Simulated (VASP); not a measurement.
A run of VASP 6.6.1 is set up as follows.

INCAR

```
PREC = Accurate
ENCUT = 520
EDIFF = 1E-7
ISMEAR = 0
SIGMA = 0.02
LREAL = False
LASPH = True
NELM = 120
ALGO = Normal
ISIF = 2
LWAVE = False
LCHARG = False
GGA = PE
IBRION = 2
NSW = 50
EDIFFG = -0.01
GGA_COMPAT = False
NELMIN = 4
KPAR = 4
```

The input KPOINTS:

```
Automatic mesh
0
Gamma
  6 6 6
```

Contents of POSCAR:

```
Hf3N4
1.0
   -3.2629366953      3.2629366953      3.2629366953
    3.2629366953     -3.2629366953      3.2629366953
    3.2629366953      3.2629366953     -3.2629366953
Hf N
6 8
Direct
    0.2500000000      0.6250000000      0.3750000000
    0.3750000000      0.2500000000      0.6250000000
    0.7500000000      0.8750000000      0.1250000000
    0.1250000000      0.7500000000      0.8750000000
    0.6250000000      0.3750000000      0.2500000000
    0.8750000000      0.1250000000      0.7500000000
    0.1427030412      0.1427030412      0.1427030412
    0.8572969588      0.5000000000      0.0000000000
    0.5000000000      0.0000000000      0.3572969588
    0.0000000000      0.8572969588      0.5000000000
    0.3572969588      0.5000000000      0.0000000000
    0.6427030412      0.6427030412      0.6427030412
    0.0000000000      0.3572969588      0.5000000000
    0.5000000000      0.0000000000      0.8572969588
```

Potentials or basis: VASP PAW PBE potentials, release 64 (Hf_pv, N).

The run is started by

```console
$ cat potpaw_PBE.64/Hf_pv/POTCAR potpaw_PBE.64/N/POTCAR > POTCAR
$ mpirun -np 4 vasp_std > vasp.out
```

Problem. Estimate the energy gained by relaxing.

Solution. 0.6 meV/atom.

Problem. Estimate the band gap on the k mesh.

Solution. 1.20 eV.

The path:
```csv
step,energy change (eV),largest force (eV/Å),pressure (GPa)
1,0.0000,0.1319,24.76
2,-0.0053,0.0749,24.45
3,-0.0077,0.0013,24.07
```

Caveat: spin-orbit coupling is left out, which moves the levels of the heavy elements. A k mesh can miss the band edges.
